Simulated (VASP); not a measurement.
# BeS (F-43m) in VASP: a series of runs

BeS is run at these levels: PBE; tasks: single point.

Everything below comes from runs of VASP 6.6.1. Logs are shortened: lines on timing, memory, paths and dates and some standing lists are left out, and cuts for length are marked.

## (1) The cell of the first run

The structure is cubic, space group F-43m (No. 216). The conventional cell has a = 4.579 Å, b = 4.579 Å, c = 4.579 Å, α = 90.00°, β = 90.00°, γ = 90.00°. Within 2.6 Å of Be (site symmetry -43m) lie 4 S at 1.98 Å. S (site symmetry -43m) has 4 Be at 1.98 Å within 2.6 Å.

## (2) Single point, PBE

INCAR reads:

```
SYSTEM = BeS
ALGO = Normal ; EDIFF = 1E-6
ENCUT = 520 ; GGA = PE
ISIF = 2 ; ISMEAR = 0
LASPH = .True. ; LCHARG = .False.
LREAL = .False. ; LWAVE = .False.
NBANDS = 11 ; NELM = 60
PREC = Accurate ; SIGMA = 0.01
```

KPOINTS reads:

```
k-points
0
Gamma
  8 8 8
  0 0 0
```

POSCAR reads:

```
BeS
1.0
    0.0000000000      2.2894646235      2.2894646235
    2.2894646235      0.0000000000      2.2894646235
    2.2894646235      2.2894646235      0.0000000000
Be S
1 1
Direct
    0.0000000000      0.0000000000      0.0000000000
    0.7500000000      0.7500000000      0.7500000000
```

Potentials or basis: VASP PAW PBE potentials, release 64 (Be, S).

Started as:

```
$ cat potpaw_PBE.64/Be/POTCAR potpaw_PBE.64/S/POTCAR > POTCAR
$ mpirun -np 1 vasp_std > vasp.out
```

OUTCAR:

```text
SYSTEM = BeS
   EDIFF = 1E-6
   ENCUT = 520
   GGA = PE
   ISIF = 2
   ISMEAR = 0
   LASPH = .True.
   LREAL = .False.
   NELM = 60
   PREC = Accurate

 ion  position               nearest neighbor table
   1  0.000  0.000  0.000-   2 1.98   2 1.98   2 1.98   2 1.98
   2  0.750  0.750  0.750-   1 1.98   1 1.98   1 1.98   1 1.98

  LATTYP: Found a face centered cubic cell.
 ALAT       =     4.5789292470

  Lattice vectors:

 A1 = (   0.0000000000,   2.2894646235,   2.2894646235)
 A2 = (   2.2894646235,   0.0000000000,   2.2894646235)
 A3 = (   2.2894646235,   2.2894646235,   0.0000000000)

Analysis of symmetry for initial positions (statically):
=====================================================================
 Subroutine PRICEL returns:
 Original cell was already a primitive cell.

 Routine SETGRP: Setting up the symmetry group for a
 face centered cubic supercell.

 Subroutine GETGRP returns: Found 24 space group operations
 (whereof 24 operations were pure point group operations)
 out of a pool of 48 trial point group operations.

The static configuration has the point symmetry T_d .

Analysis of symmetry for dynamics (positions and initial velocities):
=====================================================================
 Subroutine PRICEL returns:
 Original cell was already a primitive cell.

 Routine SETGRP: Setting up the symmetry group for a
 face centered cubic supercell.

 Subroutine GETGRP returns: Found 24 space group operations
 (whereof 24 operations were pure point group operations)
 out of a pool of 48 trial point group operations.

The dynamic configuration has the point symmetry T_d .

 Subroutine INISYM returns: Found 24 space group operations
 (whereof 24 operations are pure point group operations),
 and found     1 'primitive' translations

----------------------------------------------------------------------------------------

                                     Primitive cell

  volume of cell :      24.0011

  direct lattice vectors                    reciprocal lattice vectors
     0.000000000  2.289464623  2.289464623    -0.218391669  0.218391669  0.218391669
     2.289464623  0.000000000  2.289464623     0.218391669 -0.218391669  0.218391669
     2.289464623  2.289464623  0.000000000     0.218391669  0.218391669 -0.218391669

  length of vectors
     3.237791921  3.237791921  3.237791921     0.378265466  0.378265466  0.378265466

  position of ions in fractional coordinates (direct lattice)
     0.000000000  0.000000000  0.000000000
     0.750000000  0.750000000  0.750000000

  ion indices of the primitive-cell ions
   primitive index   ion index
                 1           1
                 2           2

----------------------------------------------------------------------------------------

 KPOINTS: k-points

Automatic generation of k-mesh.
 Grid dimensions read from file:
 generate k-points for:    8    8    8

 Generating k-lattice:

  Cartesian coordinates                     Fractional coordinates (reciprocal lattice)
    -0.027298959  0.027298959  0.027298959     0.125000000  0.000000000  0.000000000
     0.027298959 -0.027298959  0.027298959     0.000000000  0.125000000  0.000000000
     0.027298959  0.027298959 -0.027298959     0.000000000  0.000000000  0.125000000

  Length of vectors
     0.047283183  0.047283183  0.047283183

  Shift w.r.t. Gamma in fractional coordinates (k-lattice)
     0.000000000  0.000000000  0.000000000

 Subroutine IBZKPT returns following result:
 ===========================================

 Found     29 irreducible k-points:

 Following reciprocal coordinates:
            Coordinates               Weight
  0.000000  0.000000  0.000000      1.000000
  0.125000  0.000000  0.000000      8.000000
  0.250000  0.000000  0.000000      8.000000
  0.375000  0.000000  0.000000      8.000000
  0.500000  0.000000  0.000000      4.000000
  0.125000  0.125000  0.000000      6.000000
[... 16 lines left out ...]
  0.500000  0.250000  0.125000     48.000000
 -0.375000  0.250000  0.125000     24.000000
 [... further k-points ...]
   k-points           NKPTS =     29   k-points in BZ     NKDIM =     29   number of bands    NBANDS=     11
   number of dos      NEDOS =    301   number of ions     NIONS =      2
   total plane-waves  NPLWV =  13824
   dimension x,y,z NGX =    24 NGY =   24 NGZ =   24
   dimension x,y,z NGXF=    48 NGYF=   48 NGZF=   48
   ions per type =               1   1
   NGX,Y,Z   is equivalent  to a cutoff of  12.32, 12.32, 12.32 a.u.
   NGXF,Y,Z  is equivalent  to a cutoff of  24.65, 24.65, 24.65 a.u.
 SYSTEM =  BeS
   PREC   = accura    normal or accurate (medium, high low for compatibility)
   ISTART =      0    job   : 0-new  1-cont  2-samecut
   ICHARG =      2    charge: 1-file 2-atom 10-const
   ISPIN  =      1    spin polarized calculation?
   LNONCOLLINEAR =      F non collinear calculations
   LSORBIT =      F    spin-orbit coupling
   LASPH  =      T    aspherical Exc in radial PAW
   ENCUT  =  520.0 eV  38.22 Ry    6.18 a.u.   6.02  6.02  6.02*2*pi/ulx,y,z
   NELM   =     60;   NELMIN=  2; NELMDL= -5     # of ELM steps
   EDIFF  = 0.1E-05   stopping-criterion for ELM
   LREAL  =      F    real-space projection
   EDIFFG = 0.1E-04   stopping-criterion for IOM
   NSW    =      0    number of steps for IOM
   IBRION =     -1    ionic relax: 0-MD 1-quasi-New 2-CG
   NFREE  =      0    steps in history (QN), initial steepest desc. (CG)
   ISIF   =      2    stress and relaxation
   ISYM   =      2    0-nonsym 1-usesym 2-fastsym
   POTIM  = 0.5000    time-step for ionic-motion
   TEBEG  =    0.0;   TEEND  =   0.0 temperature during run
   PSTRESS=    0.0 pullay stress
   NELECT =       8.0000    total number of electrons
   NUPDOWN=      -1.0000    fix difference up-down
   EMIN   =  10.00;   EMAX   =-10.00  energy-range for DOS
   EFERMI =   0.00;   METHOD = LEGACY
   ISMEAR =     0;   SIGMA  =   0.01  broadening in eV -4-tet -1-fermi 0-gaus
   EFERMI_NEDOS =   21; number of points for ismear=-14 and -15
   IALGO  =     38    algorithm
   IMIX   =      4    mixing-type and parameters
     AMIX     =   0.40;   BMIX     =  1.00
     AMIX_MAG =   1.60;   BMIX_MAG =  1.00
  volume/ion in A,a.u.               =      12.00        80.98
  Fermi-wavevector in a.u.,A,eV,Ry     =   1.135083  2.144996 17.529924  1.288413
  Thomas-Fermi vector in A             =   2.271787
   LORBIT       =      0    0 simple, 1 ext, 2 COOP (PROOUT), +10 PAW based schemes
   GGA     = PE    functional components
   LHFCALC =     F    Hartree Fock is set to
   AEXX    =    0.0000 exact exchange contribution
   IVDW    =     0    specifies the selected vdW correction
   LEPSILON=     F    determine dielectric tensor
   LRPA    =     F    only Hartree local field effects (RPA)
 non-spin polarized calculation
 Gauss-broadening in eV      SIGMA  =   0.01
  energy-cutoff  :      520.00
  volume of cell :       24.00
 maximum number of plane-waves:       660
   NGX = 13   NGY = 13   NGZ = 13

 number of electron       8.0000001 magnetization

 Free energy of the ion-electron system (eV)
  ---------------------------------------------------
  ext. energy  EPLUGINS =         0.00000000
  ---------------------------------------------------
  free energy    TOTEN  =        -9.67740191 eV

  energy without entropy =       -9.67740191  energy(sigma->0) =       -9.67740191

 E-fermi :   6.2141     XC(G=0): -10.4627

 val. band max:        6.1313637201   @ k =   0.0000   0.0000   0.0000
 cond. band min:       8.7819819072   @ k =   0.5000   0.5000   0.0000
 fundamental gap:      2.6506181872
 Fermi energy:         6.2141363907

 k-point     1 :       0.0000    0.0000    0.0000
  band No.  band energies     occupation
      1      -8.8534      2.00000
      2       6.1314      2.00000
      3       6.1314      2.00000
      4       6.1314      2.00000
      5      11.6572      0.00000
      6      11.6572      0.00000
      7      11.6572      0.00000
      8      13.5790      0.00000
      9      19.2607      0.00000
     10      19.2607      0.00000
     11      22.3514      0.00000

 k-point     2 :       0.1250    0.0000    0.0000
  band No.  band energies     occupation
      1      -8.6331      2.00000
      2       4.7004      2.00000
      3       5.8664      2.00000
      4       5.8664      2.00000
      5      11.9666      0.00000
      6      12.1044      0.00000
      7      12.1044      0.00000
      8      14.7242      0.00000
      9      18.4729      0.00000
     10      18.4729      0.00000
     11      21.7275      0.00000

 k-point     3 :       0.2500    0.0000    0.0000
  band No.  band energies     occupation
      1      -8.0140      2.00000
      2       2.1970      2.00000
      3       5.3619      2.00000
      4       5.3619      2.00000
      5      12.1530      0.00000
      6      12.7256      0.00000
      7      12.7256      0.00000
      8      16.7893      0.00000
      9      18.2512      0.00000
     10      18.2512      0.00000
     11      21.3337      0.00000

 k-point     4 :       0.3750    0.0000    0.0000
  band No.  band energies     occupation
      1      -7.1859      2.00000
      2       0.0477      2.00000
      3       4.9716      2.00000
      4       4.9716      2.00000
      5      12.2127      0.00000
      6      12.7046      0.00000
      7      12.7046      0.00000
      8      17.8731      0.00000
      9      19.9121      0.00000
     10      19.9121      0.00000
     11      22.0968      0.00000
[... 239 lines left out ...]
 k-point    22 :       0.3750    0.2500    0.1250
  band No.  band energies     occupation
      1      -7.4986      2.00000
      2       1.9853      2.00000
      3       3.4237      2.00000
      4       4.7173      2.00000
      5      11.6551      0.00000
      6      13.4841      0.00000
      7      14.2272      0.00000
      8      15.2267      0.00000
      9      18.7238      0.00000
     10      21.6580      0.00000
     11      23.3759      0.00000

 k-point    23 :       0.5000    0.2500    0.1250
  band No.  band energies     occupation
      1      -6.7525      2.00000
      2       0.4916      2.00000
      3       2.8383      2.00000
      4       4.1069      2.00000
      5      12.1077      0.00000
      6      13.1538      0.00000
      7      15.2538      0.00000
      8      16.0127      0.00000
      9      19.7429      0.00000
     10      21.7102      0.00000
     11      24.0774      0.00000

 k-point    24 :      -0.3750    0.2500    0.1250
  band No.  band energies     occupation
      1      -6.3506      2.00000
      2      -0.2536      2.00000
      3       2.7618      2.00000
      4       3.7863      2.00000
      5      12.0792      0.00000
      6      13.0783      0.00000
      7      16.0388      0.00000
      8      17.4092      0.00000
      9      18.3270      0.00000
     10      22.5066      0.00000
     11      23.5560      0.00000

 [... further k-points ...]
[... 5 lines left out ...]
  --------------------------------------------------------------------------------------
  -------------------------------------------------------------------------------------
  Total        3.7368981      3.7368981      3.7368981      0.0000000      0.0000000     -0.0000000
  in kB      249.4537445    249.4537445    249.4537445      0.0000000      0.0000000     -0.0000000
  external PRESSURE =     249.4537445 kB  Pullay stress =       0.0000000 kB

 VOLUME and BASIS-vectors are now :
 -----------------------------------------------------------------------------
  energy-cutoff  :      520.00
  volume of cell :       24.00
      direct lattice vectors                 reciprocal lattice vectors
     0.000000000  2.289464623  2.289464623    -0.218391669  0.218391669  0.218391669
     2.289464623  0.000000000  2.289464623     0.218391669 -0.218391669  0.218391669
     2.289464623  2.289464623  0.000000000     0.218391669  0.218391669 -0.218391669

 POSITION                                       TOTAL-FORCE (eV/Angst)
 -----------------------------------------------------------------------------------
      0.00000      0.00000      0.00000         0.000000      0.000000      0.000000
      3.43420      3.43420      3.43420        -0.000000     -0.000000     -0.000000
 -----------------------------------------------------------------------------------
    total drift:                               -0.000000     -0.000000     -0.000000

  FREE ENERGIE OF THE ION-ELECTRON SYSTEM (eV)
  ---------------------------------------------------
  free  energy   TOTEN  =        -9.6774019128 eV

  energy  without entropy=       -9.6774019128  energy(sigma->0) =       -9.67740191
```

Run time: 5.6 s. Hardware: 1 thread of AMD EPYC 7R13 (Zen 3), shared host; peak memory 0.1 GiB.

Results:

```yaml
Free_energy: -9.6774 eV
Pressure: 24.9 GPa
Band_gap_on_the_k_mesh: 2.65 eV, indirect (least direct gap 5.53 eV)
```

A k mesh can miss the band edges. A hybrid or GW would open this gap; PBE tends to underestimate it.

## (3) Single point, PBE

This run uses another cell than the first one, of 13.04 Å³/atom, 1.086 times its volume.

INCAR reads:

```
SYSTEM = BeS
ALGO     = Normal         ! electronic algorithm
EDIFF    = 1E-6           ! SCF threshold, eV
ENCUT    = 520            ! plane-wave cutoff, eV
GGA      = PE             ! functional
ISIF     = 2              ! what is computed and relaxed
ISMEAR   = 0              ! smearing method
LASPH    = .True.         ! aspherical terms in the spheres
LCHARG   = .True.         ! write CHGCAR
LELF     = .True.         ! ELF
LREAL    = .False.        ! projectors in reciprocal space
LVHAR    = .True.       
LWAVE    = .False.        ! write WAVECAR
NBANDS   = 11             ! bands
NELM     = 80             ! most SCF steps
PREC     = Accurate       ! precision mode
SIGMA    = 0.01           ! smearing width, eV
```

KPOINTS is that of step 2.

POSCAR reads:

```
BeS
1.0
    0.0000000000      2.3536341701      2.3536341701
    2.3536341701      0.0000000000      2.3536341701
    2.3536341701      2.3536341701      0.0000000000
Be S
1 1
Direct
    0.0000000000      0.0000000000      0.0000000000
    0.7500000000      0.7500000000      0.7500000000
```

Potentials or basis: VASP PAW PBE potentials, release 64 (Be, S).

Started as:

```
$ cat potpaw_PBE.64/Be/POTCAR potpaw_PBE.64/S/POTCAR > POTCAR
$ mpirun -np 1 vasp_std > vasp.out
```

Run time: 8.8 s. Hardware: 1 thread of AMD EPYC 7R13 (Zen 3), shared host; peak memory 0.12 GiB.

Results (log left out):

| Property | Result |
| --- | --- |
| Free energy | -9.9124 eV |
| Pressure | 12.0 GPa |
| Band gap on the k mesh | 2.89 eV, indirect (least direct gap 5.61 eV) |

Levels at points of the mesh, in eV from the valence-band top:
```
           k point  band 2  band 3  band 4  band 5  band 6  band 7
(0.00, 0.00, 0.00)    0.00    0.00    0.00    5.61    5.61    5.61
(0.50, 0.00, 0.00)   -6.39   -1.16   -1.16    5.80    6.52    6.52
(0.50, 0.50, 0.00)   -5.50   -2.97   -2.97    2.89    4.82   13.51
```

A k mesh can miss the band edges. Expect the measured gap to be larger: semilocal functionals such as PBE lack the derivative discontinuity.
